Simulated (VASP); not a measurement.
Runs of VASP 6.6.1 on Mn. The structure is that of space group P6/mmm (No. 191), or close to it. The cells are those of the table. This isn't the form of Mn at room conditions, which is a 58-atom cubic cell.

```csv
cell,k mesh,gap on the mesh (eV),pressure (GPa)
"a = 3.947, b = 3.947, c = 2.489 Å, angles 90.0, 90.0, 120.0°, 3 atoms",10 × 10 × 14,none,(b)
"a = 3.839, b = 3.839, c = 2.421 Å, angles 90.0, 90.0, 120.0°, 3 atoms",10 × 10 × 14,none,24.9
"a = 3.999, b = 3.999, c = 2.522 Å, angles 90.0, 90.0, 120.0°, 3 atoms",10 × 10 × 14,none,(a)
"a = 3.947, b = 3.947, c = 2.489 Å, angles 90.0, 90.0, 120.0°, 3 atoms",9 × 9 × 13,none,0.2
"a = 4.050, b = 4.050, c = 2.554 Å, angles 90.0, 90.0, 120.0°, 3 atoms",10 × 10 × 14,none,-15.6
```

Alike in all rows: task single point; level BLYP; potentials or basis VASP PAW PBE potentials, release 64 (Mn_pv); no spin polarisation; cutoff (eV) 520; smearing fermi-dirac 0.1 eV.

Question: Fill in the values left out.

Answer: (a) -8.6; (b) 0.1.

Caveats: the PAW data sets were made with another functional, which shifts forces and pressure a little; the run has no spin polarisation, though such a crystal can be magnetic; the cell stands under tension (at least some runs); the cell stands under pressure (at least some runs).

A gap of «none» marks levels without a gap at the run's occupations.
